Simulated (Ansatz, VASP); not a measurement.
One calculation of HgTe, two programs

```
Hg Te
1.0
     0.00000    3.17515    3.12679
     3.17515    0.00000    3.12679
     3.17515    3.17515    0.00000
Hg Te
1 1
Direct
  0.00000 0.00000 0.00000
  0.75000 0.75000 0.75000
```

Change from the starting cell: strain -0.015 along x and y, -0.030 along z, atoms carried along.

Alike in both runs: task single point; functional PBEsol; k mesh 14 × 14 × 14; occupations gaussian, width 0.15 eV; no spin polarisation.

```csv
,VASP,Ansatz
version,VASP 6.6.1,Ansatz 0.2.0
potentials or method,"VASP PAW PBE potentials, release 64 (Hg, Te), cutoff 520 eV","scalar-relativistic, plane waves, PAW"
valence electrons in the cell,18,36
```

```csv
,VASP,Ansatz,Ansatz less VASP
pressure (GPa),4.9,4.7,-0.17
"traceless stress, the component that is largest in VASP (GPa)",0.12,0.12,0.000
```

VASP's potentials were made for PBE, not for PBEsol. VASP's potentials hold 18 valence electrons a cell and Ansatz's 36, so a difference there can come from the potentials and not from the codes.

Spin-orbit coupling is off throughout.
